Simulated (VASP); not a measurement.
# Si (a cell with a defect) in VASP: further runs

The runs below take Si (a cell with a defect) through single point, with LDA.

All numbers are computed with VASP 6.6.1; they aren't measurements. Logs are shortened: lines on timing, memory, paths and dates and some standing lists are left out, and cuts for length are marked.

### 1 The cell of the first run

The cell holds a defect, 15 atoms: a = 7.640 Å, b = 7.640 Å, c = 7.640 Å, α = 60.00°, β = 60.00°, γ = 60.00°.

### 2 Single point, LDA

File INCAR:

```
ALGO = Normal ; EDIFF = 1E-6
ENCUT = 520 ; GGA = CA
ISIF = 2 ; ISMEAR = 0
LASPH = T ; LCHARG = F
LREAL = Auto ; LWAVE = F
NBANDS = 43 ; NELM = 60
PREC = Accurate ; SIGMA = 0.02
```

File KPOINTS:

```
k-points
0
Gamma
  3 3 3
```

File POSCAR:

```
Si
1.0
    0.0000000000      5.4019422852     -5.4019422852
    5.4019422852      5.4019422852      0.0000000000
    5.4019422852      0.0000000000     -5.4019422852
Si
15
Direct
    0.0261464289      0.1579512433      0.1579512433
    0.1324834591      0.6210070051      0.1255026367
    0.6218896505      0.1228024968      0.1228024968
    0.6218897431      0.6325051842      0.1228025893
    0.1324834591      0.1255026367      0.6210070051
    0.1324834591      0.6210068199      0.6210070051
    0.6218897431      0.1228027744      0.6325048139
    0.6277101496      0.6240966345      0.6240966345
    0.2384362757      0.7707762838      0.2453937732
    0.2384363683      0.2453936806      0.2453936806
    0.7575202185      0.7470156634      0.2484485078
    0.2514038337      0.7495320731      0.7495320731
    0.2384364608      0.2453935881      0.7707762838
    0.7575202185      0.7470156634      0.7470156634
    0.7575203110      0.2484484152      0.7470155709
```

Potentials or basis: VASP PAW LDA potentials, release 64 (Si).

Started as:

```
$ cat potpaw_LDA.64/Si/POTCAR > POTCAR
$ mpirun -np 1 vasp_std > vasp.out
```

OUTCAR:

```text
EDIFF = 1E-6
   ENCUT = 520
   GGA = CA
   ISIF = 2
   ISMEAR = 0
   LASPH = T
   LREAL = Auto
   NELM = 60
   PREC = Accurate

 ion  position               nearest neighbor table
   1  0.026  0.158  0.158-  10 2.48   9 2.48  13 2.48
   2  0.132  0.621  0.126-  11 2.34  12 2.35   9 2.35  10 2.35
   3  0.622  0.123  0.123-  11 2.35  15 2.35  10 2.39
   4  0.622  0.633  0.123-  11 2.35  14 2.35   9 2.39
   5  0.132  0.126  0.621-  15 2.34  12 2.35  13 2.35  10 2.35
   6  0.132  0.621  0.621-  14 2.34  12 2.35  13 2.35   9 2.35
   7  0.622  0.123  0.633-  15 2.35  14 2.35  13 2.39
   8  0.628  0.624  0.624-  11 2.34  14 2.34  15 2.34  12 2.35
   9  0.238  0.771  0.245-   2 2.35   6 2.35   4 2.39   1 2.48
  10  0.238  0.245  0.245-   2 2.35   5 2.35   3 2.39   1 2.48
  11  0.758  0.747  0.248-   2 2.34   8 2.34   3 2.35   4 2.35
  12  0.251  0.750  0.750-   2 2.35   5 2.35   6 2.35   8 2.35
  13  0.238  0.245  0.771-   5 2.35   6 2.35   7 2.39   1 2.48
  14  0.758  0.747  0.747-   6 2.34   8 2.34   4 2.35   7 2.35
  15  0.758  0.248  0.747-   5 2.34   8 2.34   3 2.35   7 2.35

  LATTYP: Found a face centered cubic cell.
 ALAT       =    10.8038845704

  Lattice vectors:

 A1 = (   0.0000000000,   5.4019422852,  -5.4019422852)
 A2 = (   5.4019422852,   5.4019422852,   0.0000000000)
 A3 = (   5.4019422852,   0.0000000000,  -5.4019422852)

Analysis of symmetry for initial positions (statically):
=====================================================================
 Subroutine PRICEL returns:
 Original cell was already a primitive cell.

 Routine SETGRP: Setting up the symmetry group for a
 face centered cubic supercell.

 Subroutine GETGRP returns: Found  6 space group operations
 (whereof  2 operations were pure point group operations)
 out of a pool of 48 trial point group operations.

The static configuration has the point symmetry C_1h.
 The point group associated with its full space group is C_3v.

Analysis of symmetry for dynamics (positions and initial velocities):
=====================================================================
 Subroutine PRICEL returns:
 Original cell was already a primitive cell.

 Routine SETGRP: Setting up the symmetry group for a
 face centered cubic supercell.

 Subroutine GETGRP returns: Found  6 space group operations
 (whereof  2 operations were pure point group operations)
 out of a pool of 48 trial point group operations.

The dynamic configuration has the point symmetry C_1h.
 The point group associated with its full space group is C_3v.

 Subroutine INISYM returns: Found  6 space group operations
 (whereof  2 operations are pure point group operations),
 and found     1 'primitive' translations

----------------------------------------------------------------------------------------

                                     Primitive cell

  volume of cell :     315.2679

  direct lattice vectors                    reciprocal lattice vectors
     0.000000000  5.401942285 -5.401942285    -0.092559301  0.092559301 -0.092559301
     5.401942285  5.401942285  0.000000000     0.092559301  0.092559301  0.092559301
     5.401942285  0.000000000 -5.401942285     0.092559301 -0.092559301 -0.092559301

  length of vectors
     7.639500043  7.639500043  7.639500043     0.160317411  0.160317411  0.160317411

  position of ions in fractional coordinates (direct lattice)
     0.026146429  0.157951243  0.157951243
     0.132483459  0.621007005  0.125502637
     0.621889651  0.122802497  0.122802497
     0.621889743  0.632505184  0.122802589
     0.132483459  0.125502637  0.621007005
     0.132483459  0.621006820  0.621007005
     0.621889743  0.122802774  0.632504814
     0.627710150  0.624096634  0.624096634
     0.238436276  0.770776284  0.245393773
     0.238436368  0.245393681  0.245393681
     0.757520218  0.747015663  0.248448508
     0.251403834  0.749532073  0.749532073
     0.238436461  0.245393588  0.770776284
     0.757520218  0.747015663  0.747015663
     0.757520311  0.248448415  0.747015571

  ion indices of the primitive-cell ions
   primitive index   ion index
                 1           1
                 2           2
                 3           3
                 4           4
                 5           5
                 6           6
                 7           7
                 8           8
                 9           9
                10          10
                11          11
                12          12
                13          13
                14          14
                15          15

----------------------------------------------------------------------------------------

 KPOINTS: k-points

Automatic generation of k-mesh.
 Grid dimensions read from file:
 generate k-points for:    3    3    3

 Generating k-lattice:

  Cartesian coordinates                     Fractional coordinates (reciprocal lattice)
    -0.030853100  0.030853100 -0.030853100     0.333333333  0.000000000  0.000000000
     0.030853100  0.030853100  0.030853100     0.000000000  0.333333333  0.000000000
     0.030853100 -0.030853100 -0.030853100     0.000000000  0.000000000  0.333333333

  Length of vectors
     0.053439137  0.053439137  0.053439137

  Shift w.r.t. Gamma in fractional coordinates (k-lattice)
     0.000000000  0.000000000  0.000000000

 Subroutine IBZKPT returns following result:
 ===========================================

 Found      6 irreducible k-points:

 Following reciprocal coordinates:
            Coordinates               Weight
  0.000000  0.000000  0.000000      1.000000
  0.333333  0.000000  0.000000      2.000000
  0.000000  0.333333  0.000000      6.000000
  0.333333  0.333333  0.000000      6.000000
 -0.333333  0.333333  0.000000      6.000000
  0.000000 -0.333333  0.333333      6.000000
   k-points           NKPTS =      6   k-points in BZ     NKDIM =      6   number of bands    NBANDS=     43
   number of dos      NEDOS =    301   number of ions     NIONS =     15
   total plane-waves  NPLWV = 216000
   dimension x,y,z NGX =    60 NGY =   60 NGZ =   60
   dimension x,y,z NGXF=   120 NGYF=  120 NGZF=  120
   ions per type =              15
   NGX,Y,Z   is equivalent  to a cutoff of  13.06, 13.06, 13.06 a.u.
   NGXF,Y,Z  is equivalent  to a cutoff of  26.11, 26.11, 26.11 a.u.
 SYSTEM =  unknown system
   PREC   = accura    normal or accurate (medium, high low for compatibility)
   ISTART =      0    job   : 0-new  1-cont  2-samecut
   ICHARG =      2    charge: 1-file 2-atom 10-const
   ISPIN  =      1    spin polarized calculation?
   LNONCOLLINEAR =      F non collinear calculations
   LSORBIT =      F    spin-orbit coupling
   LASPH  =      T    aspherical Exc in radial PAW
   ENCUT  =  520.0 eV  38.22 Ry    6.18 a.u.  14.20 14.20 14.20*2*pi/ulx,y,z
   NELM   =     60;   NELMIN=  2; NELMDL= -5     # of ELM steps
   EDIFF  = 0.1E-05   stopping-criterion for ELM
   LREAL  =      T    real-space projection
   EDIFFG = 0.1E-04   stopping-criterion for IOM
   NSW    =      0    number of steps for IOM
   IBRION =     -1    ionic relax: 0-MD 1-quasi-New 2-CG
   NFREE  =      0    steps in history (QN), initial steepest desc. (CG)
   ISIF   =      2    stress and relaxation
   ISYM   =      2    0-nonsym 1-usesym 2-fastsym
   POTIM  = 0.5000    time-step for ionic-motion
   TEBEG  =    0.0;   TEEND  =   0.0 temperature during run
   PSTRESS=    0.0 pullay stress
   NELECT =      60.0000    total number of electrons
   NUPDOWN=      -1.0000    fix difference up-down
   EMIN   =  10.00;   EMAX   =-10.00  energy-range for DOS
   EFERMI =   0.00;   METHOD = LEGACY
   ISMEAR =     0;   SIGMA  =   0.02  broadening in eV -4-tet -1-fermi 0-gaus
   EFERMI_NEDOS =   21; number of points for ismear=-14 and -15
   IALGO  =     38    algorithm
   IMIX   =      4    mixing-type and parameters
     AMIX     =   0.40;   BMIX     =  1.00
     AMIX_MAG =   1.60;   BMIX_MAG =  1.00
  volume/ion in A,a.u.               =      21.02       141.84
  Fermi-wavevector in a.u.,A,eV,Ry     =   0.941670  1.779498 12.064858  0.886742
  Thomas-Fermi vector in A             =   2.069204
   LORBIT       =      0    0 simple, 1 ext, 2 COOP (PROOUT), +10 PAW based schemes
   GGA     = CA    functional components
   LHFCALC =     F    Hartree Fock is set to
   AEXX    =    0.0000 exact exchange contribution
   IVDW    =     0    specifies the selected vdW correction
   LEPSILON=     F    determine dielectric tensor
   LRPA    =     F    only Hartree local field effects (RPA)
 non-spin polarized calculation
 Gauss-broadening in eV      SIGMA  =   0.02
  energy-cutoff  :      520.00
  volume of cell :      315.27
 maximum number of plane-waves:      8492
 NGX is ok and might be reduce to    60
   NGX = 29   NGY = 29   NGZ = 29

 number of electron      60.0000000 magnetization

 Free energy of the ion-electron system (eV)
  ---------------------------------------------------
  ext. energy  EPLUGINS =         0.00000000
  ---------------------------------------------------
  free energy    TOTEN  =       -86.00865350 eV

  energy without entropy =      -86.00698787  energy(sigma->0) =      -86.00782068

 E-fermi :   5.1388     XC(G=0):  -9.4493

 val. band max:        4.9821129442   @ k =   0.0000   0.0000   0.0000
 cond. band min:       5.1529775839   @ k =  -0.3333   0.3333   0.0000
 fundamental gap:      0.1708646397
 Fermi energy:         5.1387897979

 k-point     1 :       0.0000    0.0000    0.0000
  band No.  band energies     occupation
      1      -6.4597      2.00000
      2      -4.2371      2.00000
      3      -4.2370      2.00000
      4      -4.1700      2.00000
      5      -3.6363      2.00000
      6      -2.4456      2.00000
[... 34 lines left out ...]
     41       7.1368      0.00000
     42       8.0877      0.00000

 k-point     2 :       0.3333    0.0000    0.0000
  band No.  band energies     occupation
      1      -6.1020      2.00000
      2      -5.0867      2.00000
      3      -4.0841      2.00000
      4      -4.0841      2.00000
      5      -3.7256      2.00000
      6      -3.4530      2.00000
[... 34 lines left out ...]
     41       8.1425      0.00000
     42       8.3334      0.00000

 k-point     3 :       0.0000    0.3333    0.0000
  band No.  band energies     occupation
      1      -6.1178      2.00000
      2      -5.0656      2.00000
      3      -4.0779      2.00000
      4      -4.0387      2.00000
      5      -3.8051      2.00000
      6      -3.4578      2.00000
[... 34 lines left out ...]
     41       8.1390      0.00000
     42       8.4259      0.00000

 k-point     4 :       0.3333    0.3333    0.0000
  band No.  band energies     occupation
      1      -5.9925      2.00000
      2      -4.6846      2.00000
      3      -4.4735      2.00000
      4      -4.4570      2.00000
      5      -4.3302      2.00000
      6      -3.6353      2.00000
[... 34 lines left out ...]
     41       8.3874      0.00000
     42       8.5086      0.00000

 k-point     5 :      -0.3333    0.3333    0.0000
  band No.  band energies     occupation
      1      -5.5745      2.00000
      2      -5.2323      2.00000
      3      -5.0617      2.00000
      4      -4.2732      2.00000
      5      -3.8803      2.00000
      6      -3.2570      2.00000
[... 34 lines left out ...]
     41       8.9540      0.00000
     42       8.9946      0.00000

 k-point     6 :       0.0000   -0.3333    0.3333
  band No.  band energies     occupation
      1      -5.6028      2.00000
      2      -5.2753      2.00000
      3      -4.9478      2.00000
      4      -4.2273      2.00000
      5      -4.0221      2.00000
      6      -3.2109      2.00000
[... 34 lines left out ...]
     41       8.9670      0.00000
     42       9.0717      0.00000
 [bands above 42 left out]

------------------------ aborting loop because EDIFF is reached ----------------------------------------

  FORCE on cell =-STRESS in cart. coord.  units (eV):
  Direction    XX          YY          ZZ          XY          YZ          ZX
  --------------------------------------------------------------------------------------
  -------------------------------------------------------------------------------------
  Total       -6.5987629     -6.5987629     -6.5987629      1.2394178      1.2394178     -1.2394178
  in kB      -33.5346124    -33.5346124    -33.5346124      6.2986647      6.2986647     -6.2986647
  external PRESSURE =     -33.5346124 kB  Pullay stress =       0.0000000 kB

 VOLUME and BASIS-vectors are now :
 -----------------------------------------------------------------------------
  energy-cutoff  :      520.00
  volume of cell :      315.27
      direct lattice vectors                 reciprocal lattice vectors
     0.000000000  5.401942285 -5.401942285    -0.092559301  0.092559301 -0.092559301
     5.401942285  5.401942285  0.000000000     0.092559301  0.092559301  0.092559301
     5.401942285  0.000000000 -5.401942285     0.092559301 -0.092559301 -0.092559301

 POSITION                                       TOTAL-FORCE (eV/Angst)
 -----------------------------------------------------------------------------------
      1.70649      0.99449     -0.99449        -0.494818      0.494818     -0.494818
      4.03260      4.07031     -1.39363        -0.002482      0.002482      0.021255
      1.32674      4.02278     -4.02278        -0.115405     -0.220240      0.220240
      4.08013      6.77617     -4.02278         0.220240      0.115405      0.220240
      4.03260      1.39363     -4.07031        -0.002482     -0.021255     -0.002482
      6.70929      4.07031     -4.07031         0.021255      0.002482     -0.002482
      4.08013      4.02279     -6.77617         0.220240     -0.220240     -0.115405
      6.74267      6.76219     -6.76219         0.054227     -0.054227      0.054227
      5.48929      5.45171     -2.61362         0.047420     -0.069097      0.047420
      2.65120      2.61362     -2.61362         0.069097     -0.047420      0.047420
      5.37744      8.12742     -5.43419         0.002509     -0.002509     -0.069049
      8.09786      5.40700     -5.40700        -0.000679      0.000679     -0.000679
      5.48929      2.61362     -5.45171         0.047420     -0.047420      0.069097
      8.07067      8.12742     -8.12742        -0.069049     -0.002509      0.002509
      5.37744      5.43418     -8.12742         0.002509      0.069049      0.002509
 -----------------------------------------------------------------------------------
    total drift:                               -0.000976      0.001588     -0.001834

  FREE ENERGIE OF THE ION-ELECTRON SYSTEM (eV)
  ---------------------------------------------------
  free  energy   TOTEN  =       -86.0086535033 eV

  energy  without entropy=      -86.0069878656  energy(sigma->0) =      -86.00782068
```

It took 86 s on 1 thread of Intel Xeon 6975P-C (Granite Rapids), shared host; peak memory 0.35 GiB.

What came out:

| Item | Value |
| --- | --- |
| Free energy | -86.0087 eV |
| Pressure | -3.4 GPa |
| Largest force | 0.857 eV/Å |
| Band gap on the k mesh | zero (bands 30 and 31 overlap by 0.82 eV) |

Forces on the atoms (eV/Å):
```
Si  -0.495  0.495 -0.495
Si  -0.002  0.002  0.021
Si  -0.115 -0.220  0.220
Si   0.220  0.115  0.220
Si  -0.002 -0.021 -0.002
Si   0.021  0.002 -0.002
Si   0.220 -0.220 -0.115
Si   0.054 -0.054  0.054
Si   0.047 -0.069  0.047
Si   0.069 -0.047  0.047
Si   0.003 -0.003 -0.069
Si  -0.001  0.001 -0.001
Si   0.047 -0.047  0.069
Si  -0.069 -0.003  0.003
Si   0.003  0.069  0.003
```

Levels at points of the mesh, in eV from the Fermi level:
| k point | band 27 | band 28 | band 29 | band 30 | band 31 | band 32 | band 33 | band 34 |
| --- | --- | --- | --- | --- | --- | --- | --- | --- |
| (0.00, 0.00, 0.00) | -0.18 | -0.16 | -0.16 | 0.83 | 0.83 | 0.89 | 0.97 | 0.97 |

### 3 Single point, LDA

File INCAR:

```
SYSTEM = Si
  PREC = Accurate
  ENCUT = 520
  EDIFF = 1E-6
  ISMEAR = 0
  SIGMA = 0.02
  LREAL = Auto
  LASPH = .TRUE.
  NELM = 80
  ALGO = Normal
  ISIF = 2
  LWAVE = .FALSE.
  LCHARG = .TRUE.
  GGA = CA
  LELF = .TRUE.
  LVHAR = .TRUE.
  NBANDS = 43
```

File KPOINTS:

```
regular mesh
0
G
  3 3 3
  0 0 0
```

File POSCAR:

```
Si
1.0
    0.0000000000      5.4019422852     -5.4019422852
    5.4019422852      5.4019422852      0.0000000000
    5.4019422852      0.0000000000     -5.4019422852
Si
15
Direct
   -0.1511463760      0.2170487832      0.2170487832
    0.1174797816      0.6279843103      0.1265515187
    0.6365636318      0.1296063458      0.1296063458
    0.6365637244      0.6042236899      0.1296062533
    0.1174796891      0.1265516112      0.6279844028
    0.1174797816      0.6279843103      0.6279843103
    0.6365635393      0.1296064384      0.6042236899
    0.6235960738      0.6254679931      0.6254679931
    0.2531102570      0.7424947895      0.2521974372
    0.2531103495      0.2521975297      0.2521975297
    0.7425164484      0.7539930612      0.2494972972
    0.2472898505      0.7509033392      0.7509033392
    0.2531102570      0.2521974372      0.7424949746
    0.7425165409      0.7539931538      0.7539929686
    0.7425164484      0.2494972972      0.7539930612
```

Potentials or basis: VASP PAW LDA potentials, release 64 (Si).

Started as:

```
$ cat potpaw_LDA.64/Si/POTCAR > POTCAR
$ mpirun -np 1 vasp_std > vasp.out
```

It took 77 s on 1 thread of Intel Xeon 6975P-C (Granite Rapids), shared host; peak memory 0.35 GiB.

Results (log left out):

- Free energy: -86.0088 eV
- Pressure: -3.4 GPa
- Largest force: 0.858 eV/Å
- Band gap on the k mesh: zero (bands 30 and 31 overlap by 0.82 eV)

Forces on the atoms (eV/Å):
```
Si   0.495 -0.495  0.495
Si  -0.003  0.003  0.070
Si  -0.069  0.047 -0.047
Si  -0.047  0.069 -0.047
Si  -0.003 -0.070 -0.003
Si   0.070  0.003 -0.003
Si  -0.047  0.047 -0.069
Si   0.001 -0.001  0.001
Si  -0.221 -0.117 -0.221
Si   0.117  0.221 -0.221
Si   0.003 -0.003 -0.023
Si  -0.055  0.055 -0.055
Si  -0.221  0.221  0.117
Si  -0.023 -0.003  0.003
Si   0.003  0.023  0.003
```

Stress tensor (GPa, compression positive):
```
-3.36  0.63 -0.63
 0.63 -3.36  0.63
-0.63  0.63 -3.36
```

Levels at points of the mesh, in eV from the Fermi level:
```
           k point  band 27  band 28  band 29  band 30  band 31  band 32  band 33  band 34
(0.00, 0.00, 0.00)    -0.18    -0.16    -0.16     0.83     0.83     0.89     0.97     0.97
```
